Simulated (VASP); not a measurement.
# HfSi2 in VASP: single point with PBE

Aim: the single point of HfSi2 with PBE.

Everything below comes from runs of VASP 6.6.1. Logs are shortened: lines on timing, memory, paths and dates and some standing lists are left out, and cuts for length are marked.

## Step 1: The cell of the first run

The cell holds a slab with vacuum, 24 atoms: a = 3.683 Å, b = 8.368 Å, c = 27.727 Å, α = 90.00°, β = 90.00°, γ = 102.71°.

## Step 2: Single point, PBE

INCAR reads:

```
SYSTEM = HfSi2
PREC = Accurate
ENCUT = 400
EDIFF = 1E-6
ISMEAR = 0
SIGMA = 0.1
LREAL = .False.
LASPH = .True.
NELM = 120
ALGO = Normal
ISIF = 2
LWAVE = .False.
LCHARG = .False.
LDIPOL = .True.
IDIPOL = 3
DIPOL = 0.5 0.5 0.503
GGA = PE
NBANDS = 90
GGA_COMPAT = .False.
NELMDL = -8
```

KPOINTS reads:

```
regular mesh
0
Gamma
  10 5 1
  0 0 0
```

POSCAR reads:

```
HfSi2
1.0
    3.6826381087      0.0000000000      0.0000000000
   -1.8413190543      8.1625312873      0.0000000000
    0.0000000000      0.0000000000     27.7265484176
Si Hf
16 8
Direct
    0.8979229094      0.7957391013      0.2778905096
    0.1070696884      0.2140978576      0.3015750005
    0.3283624579      0.6566068597      0.3185513523
    0.8814427046      0.7628530645      0.3773891898
    0.0909475619      0.1818329573      0.3865386517
    0.2265838225      0.4531129131      0.4204961710
    0.4313102015      0.8625949216      0.4348164412
    0.9815167518      0.9630316879      0.4946065652
    0.1899101266      0.3798423977      0.5043444743
    0.3260375044      0.6520937228      0.5411230976
    0.5308823897      0.0618009545      0.5524822622
    0.0837245269      0.1674237717      0.6088133559
    0.2844363993      0.5689963220      0.6244438512
    0.4120412053      0.8242124975      0.6704679869
    0.6329779176      0.2660024685      0.6693806913
    0.1764144868      0.3527514035      0.7262616111
    0.4958719314      0.9917002977      0.3422522639
    0.7103467071      0.4205551656      0.3493409561
    0.5965744468      0.1931263746      0.4585892558
    0.8154050237      0.6307344955      0.4704101951
    0.6986895591      0.3974536079      0.5746679825
    0.9162820017      0.8326238765      0.5900221003
    0.7922974269      0.5847524189      0.6920407173
    0.0196028166      0.0393619985      0.6967182068
```

Potentials or basis: VASP PAW PBE potentials, release 64 (Si, Hf_pv).

Run with:

```console
$ cat potpaw_PBE.64/Si/POTCAR potpaw_PBE.64/Hf_pv/POTCAR > POTCAR
$ mpirun -np 1 vasp_std > vasp.out
```

OUTCAR:

```text
SYSTEM = HfSi2
   PREC = Accurate
   ENCUT = 400
   EDIFF = 1E-6
   ISMEAR = 0
   LREAL = .False.
   LASPH = .True.
   NELM = 120
   ISIF = 2
   GGA = PE
   NELMDL = -8

 ion  position               nearest neighbor table
   1  0.898  0.796  0.278-   3 2.44   3 2.44   4 2.77  17 3.02  17 3.02
   2  0.107  0.214  0.302-   5 2.37  17 2.82  17 2.82  18 2.83  18 2.83
   3  0.328  0.657  0.319-   1 2.44   1 2.44   4 2.61   4 2.61  18 2.80  18 2.80  17 2.81
   4  0.881  0.763  0.377-   7 2.57   7 2.57   3 2.61   3 2.61   1 2.77  20 2.80  17 2.80  17 2.80
                            18 2.90
   5  0.091  0.182  0.387-   2 2.37   6 2.41  17 2.70  17 2.70  19 2.72  19 2.72  18 2.87  18 2.87

   6  0.227  0.453  0.420-   9 2.40   5 2.41  18 2.71  18 2.71  20 2.72  20 2.72  19 3.00  19 3.00
[... 11 lines left out ...]
  12  0.084  0.167  0.609-  11 2.56  11 2.56  15 2.62  15 2.62  24 2.65  22 2.78  21 2.79  21 2.80

  13  0.284  0.569  0.624-  10 2.41  14 2.44  23 2.63  23 2.63  21 2.69  21 2.69  22 2.99  22 2.99

  14  0.412  0.824  0.670-  13 2.44  24 2.65  24 2.65  23 2.75  23 2.75  22 2.89  22 2.89
  15  0.633  0.266  0.669-  16 2.53  16 2.53  12 2.62  12 2.62  23 2.68  24 2.72  24 2.72  21 2.84

  16  0.176  0.353  0.726-  15 2.53  15 2.53  24 2.69  23 2.81  23 2.81
  17  0.496  0.992  0.342-   5 2.70   5 2.70   7 2.77   4 2.80   4 2.80   3 2.81   2 2.82   2 2.82
                             1 3.02   1 3.02  18 3.51  19 3.62
  18  0.710  0.421  0.349-   6 2.71   6 2.71   3 2.80   3 2.80   2 2.83   2 2.83   5 2.87   5 2.87
                             4 2.90  17 3.51  19 3.55  20 3.77
  19  0.597  0.193  0.459-   9 2.71   9 2.71   5 2.72   5 2.72   7 2.78   8 2.81   8 2.81  11 2.82
                             6 3.00   6 3.00  18 3.55  20 3.59  17 3.62  21 3.62
  20  0.815  0.631  0.470-  10 2.70  10 2.70   6 2.72   6 2.72   8 2.79   4 2.80   7 2.82   7 2.82
                             9 2.91   9 2.91  21 3.46  19 3.59  22 3.70  18 3.77
  21  0.699  0.397  0.575-   9 2.69   9 2.69  13 2.69  13 2.69  12 2.79  12 2.80  11 2.81  15 2.84
                            10 2.93  10 2.93  20 3.46  22 3.58  23 3.60  19 3.62
  22  0.916  0.833  0.590-  10 2.72  10 2.72  12 2.78  11 2.82  11 2.82   8 2.85  14 2.89  14 2.89
                            13 2.99  13 2.99  24 3.41  23 3.48  21 3.58  20 3.70
  23  0.792  0.585  0.692-  13 2.63  13 2.63  15 2.68  14 2.75  14 2.75  16 2.81  16 2.81  22 3.48
                            21 3.60  24 3.71
  24  0.020  0.039  0.697-  14 2.65  14 2.65  12 2.65  16 2.69  15 2.72  15 2.72  22 3.41  23 3.71

  LATTYP: Found a base centered orthorhombic cell.
 ALAT       =     3.6826381087
 B/A-ratio  =     4.4329804050
 C/A-ratio  =     7.5289907939

  Lattice vectors:

 A1 = (   1.8413190543,  -8.1625312873,   0.0000000000)
 A2 = (   1.8413190544,   8.1625312873,   0.0000000000)
 A3 = (   0.0000000000,   0.0000000000,  27.7265484176)

Analysis of symmetry for initial positions (statically):
=====================================================================
 Subroutine PRICEL returns:
 Original cell was already a primitive cell.

 Routine SETGRP: Setting up the symmetry group for a
 base centered orthorhombic supercell.

 Subroutine GETGRP returns: Found  1 space group operations
 (whereof  1 operations were pure point group operations)
 out of a pool of  8 trial point group operations.

The static configuration has the point symmetry C_1 .

Analysis of symmetry for dynamics (positions and initial velocities):
=====================================================================
 Subroutine PRICEL returns:
 Original cell was already a primitive cell.

 Routine SETGRP: Setting up the symmetry group for a
 base centered orthorhombic supercell.

 Subroutine GETGRP returns: Found  1 space group operations
 (whereof  1 operations were pure point group operations)
 out of a pool of  8 trial point group operations.

The dynamic configuration has the point symmetry C_1 .

 Subroutine INISYM returns: Found  1 space group operations
 (whereof  1 operations are pure point group operations),
 and found     1 'primitive' translations

----------------------------------------------------------------------------------------

                                     Primitive cell

  volume of cell :     833.4503

  direct lattice vectors                    reciprocal lattice vectors
     3.682638109  0.000000000  0.000000000     0.271544466  0.061255508  0.000000000
    -1.841319054  8.162531287  0.000000000     0.000000000  0.122511016  0.000000000
     0.000000000  0.000000000 27.726548418     0.000000000  0.000000000  0.036066516
[... 96 lines left out ...]

 WARNING: IBZKPT: internal override: KBLOWUP is changed to .FALSE.
      ... skipping the blow-up phase ...

 Subroutine IBZKPT returns following result:
 ===========================================

 Found     26 irreducible k-points:

 Following reciprocal coordinates:
            Coordinates               Weight
  0.000000  0.000000  0.000000      1.000000
  0.100000 -0.000000  0.000000      2.000000
  0.200000 -0.000000  0.000000      2.000000
  0.300000 -0.000000  0.000000      2.000000
  0.400000 -0.000000  0.000000      2.000000
  0.500000 -0.000000  0.000000      1.000000
[... 16 lines left out ...]
 -0.400000  0.400000  0.000000      2.000000
 -0.300000  0.400000  0.000000      2.000000
 [... further k-points ...]
   k-points           NKPTS =     26   k-points in BZ     NKDIM =     26   number of bands    NBANDS=     90
   number of dos      NEDOS =    301   number of ions     NIONS =     24
   total plane-waves  NPLWV = 258048
   dimension x,y,z NGX =    24 NGY =   56 NGZ =  192
   dimension x,y,z NGXF=    48 NGYF=  112 NGZF=  384
   ions per type =              16   8
   NGX,Y,Z   is equivalent  to a cutoff of  10.83, 11.13, 11.51 a.u.
   NGXF,Y,Z  is equivalent  to a cutoff of  21.67, 22.25, 23.02 a.u.
 SYSTEM =  HfSi2
   PREC   = accura    normal or accurate (medium, high low for compatibility)
   ISTART =      0    job   : 0-new  1-cont  2-samecut
   ICHARG =      2    charge: 1-file 2-atom 10-const
   ISPIN  =      1    spin polarized calculation?
   LNONCOLLINEAR =      F non collinear calculations
   LSORBIT =      F    spin-orbit coupling
   LASPH  =      T    aspherical Exc in radial PAW
   ENCUT  =  400.0 eV  29.40 Ry    5.42 a.u.   6.01 13.65 45.21*2*pi/ulx,y,z
   NELM   =    120;   NELMIN=  2; NELMDL= -8     # of ELM steps
   EDIFF  = 0.1E-05   stopping-criterion for ELM
   LREAL  =      F    real-space projection
   EDIFFG = 0.1E-04   stopping-criterion for IOM
   NSW    =      0    number of steps for IOM
   IBRION =     -1    ionic relax: 0-MD 1-quasi-New 2-CG
   NFREE  =      0    steps in history (QN), initial steepest desc. (CG)
   ISIF   =      2    stress and relaxation
   ISYM   =      2    0-nonsym 1-usesym 2-fastsym
   POTIM  = 0.5000    time-step for ionic-motion
   TEBEG  =    0.0;   TEEND  =   0.0 temperature during run
   PSTRESS=    0.0 pullay stress
   NELECT =     144.0000    total number of electrons
   NUPDOWN=      -1.0000    fix difference up-down
   EMIN   =  10.00;   EMAX   =-10.00  energy-range for DOS
   EFERMI =   0.00;   METHOD = LEGACY
   ISMEAR =     0;   SIGMA  =   0.10  broadening in eV -4-tet -1-fermi 0-gaus
   EFERMI_NEDOS =   21; number of points for ismear=-14 and -15
   IALGO  =     38    algorithm
   IMIX   =      4    mixing-type and parameters
     AMIX     =   0.40;   BMIX     =  1.00
     AMIX_MAG =   1.60;   BMIX_MAG =  1.00
  volume/ion in A,a.u.               =      34.73       234.35
  Fermi-wavevector in a.u.,A,eV,Ry     =   0.911806  1.723063 11.311749  0.831390
  Thomas-Fermi vector in A             =   2.036128
   LORBIT       =      0    0 simple, 1 ext, 2 COOP (PROOUT), +10 PAW based schemes
   GGA     = PE    functional components
   LHFCALC =     F    Hartree Fock is set to
   AEXX    =    0.0000 exact exchange contribution
   IVDW    =     0    specifies the selected vdW correction
   LEPSILON=     F    determine dielectric tensor
   LRPA    =     F    only Hartree local field effects (RPA)
 non-spin polarized calculation
 Gauss-broadening in eV      SIGMA  =   0.10
  energy-cutoff  :      400.00
  volume of cell :      833.45
 maximum number of plane-waves:     15208
   NGX = 13   NGY = 27   NGZ = 91

 dipolmoment           0.000000      0.000000      0.017777 electrons x Angstroem

 number of electron     143.9999989 magnetization

 dipolmoment           0.000000      0.000000     -0.095419 electrons x Angstroem

 Free energy of the ion-electron system (eV)
  ---------------------------------------------------
  ext. energy  EPLUGINS =         0.00000000
  ---------------------------------------------------
  free energy    TOTEN  =      -173.23459478 eV

  energy without entropy =     -173.18622373  energy(sigma->0) =     -173.21040926

 E-fermi :   1.6543     XC(G=0):  -6.1416

 val. band max:        1.6526654590   @ k =  -0.3000   0.2000   0.0000
 cond. band min:       1.6548639549   @ k =   0.4000  -0.0000   0.0000
 fundamental gap:      0.0021984958
 Fermi energy:         1.6542917723

 k-point     1 :       0.0000    0.0000    0.0000
  band No.  band energies     occupation
      1     -29.4529      2.00000
      2     -29.3577      2.00000
      3     -29.3095      2.00000
      4     -29.3021      2.00000
      5     -29.2661      2.00000
      6     -29.2115      2.00000
[... 2077 lines left out ...]
     83       3.3391      0.00000
     84       3.5726      0.00000

 [... further k-points ...]

 [bands above 84 left out]

------------------------ aborting loop because EDIFF is reached ----------------------------------------

 vacuum level on the upper side and lower side of the slab       (xc-potential included)        -0.709        -0.145

  FORCE on cell =-STRESS in cart. coord.  units (eV):
  Direction    XX          YY          ZZ          XY          YZ          ZX
  --------------------------------------------------------------------------------------
  -------------------------------------------------------------------------------------
  Total       -5.6648456     -3.2058343     -0.4742162     -0.0057302     -0.0365799     -0.0002033
  in kB      -10.8897760     -6.1627129     -0.9116062     -0.0110154     -0.0703191     -0.0003908
  external PRESSURE =      -5.9880317 kB  Pullay stress =       0.0000000 kB

 VOLUME and BASIS-vectors are now :
 -----------------------------------------------------------------------------
  energy-cutoff  :      400.00
  volume of cell :      833.45
      direct lattice vectors                 reciprocal lattice vectors
     3.682638109  0.000000000  0.000000000     0.271544466  0.061255508  0.000000000
    -1.841319054  8.162531287  0.000000000     0.000000000  0.122511016  0.000000000
     0.000000000  0.000000000 27.726548418     0.000000000  0.000000000  0.036066516

 POSITION                                       TOTAL-FORCE (eV/Angst)
 -----------------------------------------------------------------------------------
      1.84152      6.49525      7.70494         0.000039     -0.006207      0.016441
      0.00008      1.74758      8.36163        -0.000067      0.001333      0.023049
      0.00022      5.35957      8.83233         0.000103      0.008806      0.002744
      1.84138      6.22681     10.46370         0.000163     -0.001081     -0.008338
      0.00011      1.48422     10.71738         0.000023      0.011672     -0.018722
      0.00010      3.69855     11.65891        -0.000012     -0.017934     -0.002606
[... 16 lines left out ...]
      1.84103      4.77306     19.18790         0.000033      0.003765     -0.010480
     -0.00029      0.32129     19.31759        -0.000050      0.002392     -0.008355
 -----------------------------------------------------------------------------------
    total drift:                               -0.000336      0.000063     -0.000043

  FREE ENERGIE OF THE ION-ELECTRON SYSTEM (eV)
  ---------------------------------------------------
  free  energy   TOTEN  =      -173.2345947762 eV

  energy  without entropy=     -173.1862237348  energy(sigma->0) =     -173.21040926

 vacuum level on the upper side and lower side of the slab         5.199         5.773
```

Run time: 2.2 h. Hardware: 1 thread of Intel Xeon 8259CL, shared host; peak memory 1.1 GiB.

What came out:

| Item | Value |
| --- | --- |
| Free energy | -173.2346 eV |
| Largest force | 0.023 eV/Å |
| Band gap on the k mesh | zero (bands 72 and 73 overlap by 0.33 eV) |

Forces in eV/Å, atoms in the order of the input:
```
Si   0.000 -0.006  0.016
Si   0.000  0.001  0.023
Si   0.000  0.009  0.003
Si   0.000 -0.001 -0.008
Si   0.000  0.012 -0.019
Si   0.000 -0.018 -0.003
Si   0.000  0.003 -0.005
Si   0.000 -0.002  0.004
Si   0.000  0.018 -0.013
Si   0.000 -0.009  0.014
Si   0.000 -0.004  0.003
Si   0.000 -0.012  0.006
Si   0.000  0.017  0.004
Si   0.000 -0.012 -0.016
Si   0.000  0.001  0.004
Si   0.000 -0.002 -0.011
Hf   0.000  0.003  0.003
Hf   0.000 -0.004 -0.003
Hf   0.000  0.004 -0.003
Hf   0.000 -0.001  0.007
Hf   0.000  0.005  0.006
Hf   0.000 -0.005  0.008
Hf   0.000  0.004 -0.010
Hf   0.000  0.002 -0.008
```

Levels at points of the mesh, in eV from the Fermi level:
```
           k point  band 68  band 69  band 70  band 71  band 72  band 73  band 74  band 75  band 76  band 77
(0.00, 0.00, 0.00)    -0.99    -0.58    -0.52    -0.50    -0.09     0.17     0.39     0.54     0.62     0.79
(0.50, 0.00, 0.00)    -1.34    -1.24    -0.97    -0.72    -0.48     0.06     0.37     0.60     0.68     0.94
```

Caveat: spin-orbit coupling is left out, which moves the levels of the heavy elements.
